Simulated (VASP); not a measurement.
A run of VASP 6.6.1 is set up as follows.

INCAR

```
ALGO = Normal
EDIFF = 1E-7
ENCUT = 520
GGA = PE
ISIF = 2
ISMEAR = -1
LASPH = T
LCHARG = T
LELF = T
LREAL = F
LVHAR = T
LWAVE = F
NBANDS = 20
NELM = 100
PREC = Accurate
SIGMA = 0.05
```

Contents of KPOINTS:

```
k-points
0
Gamma
  7 7 4
```

Contents of POSCAR:

```
SnSe2
1.0
    3.8110000000      0.0000000000      0.0000000000
   -1.9055000000      3.3004228138      0.0000000000
    0.0000000000      0.0000000000      6.3814400000
Sn Se
1 2
Direct
    0.0000000000      0.0000000000      0.0000000000
    0.6666666667      0.3333333333      0.7510000000
    0.3333333333      0.6666666667      0.2490000000
```

Potentials or basis: VASP PAW PBE potentials, release 64 (Sn_d, Se).

Run with:

```sh
$ cat potpaw_PBE.64/Sn_d/POTCAR potpaw_PBE.64/Se/POTCAR > POTCAR
$ mpirun -np 1 vasp_std > vasp.out
```

Question: What does it give for the pressure?

Answer: 2.7 GPa.

Question: What does it give for the band gap on the k mesh?

Answer: 0.75 eV, indirect (least direct gap 1.16 eV).

Forces in eV/Å, atoms in the order of the input:
```
Sn   0.000  0.000  0.000
Se   0.000  0.000 -0.209
Se   0.000  0.000  0.209
```

Caveat: spin-orbit coupling is left out, which moves the levels of the heavy elements; this functional lacks dispersion, which binds the layers, so the pressure and a relaxed spacing across them are unreliable. A k mesh can miss the band edges.
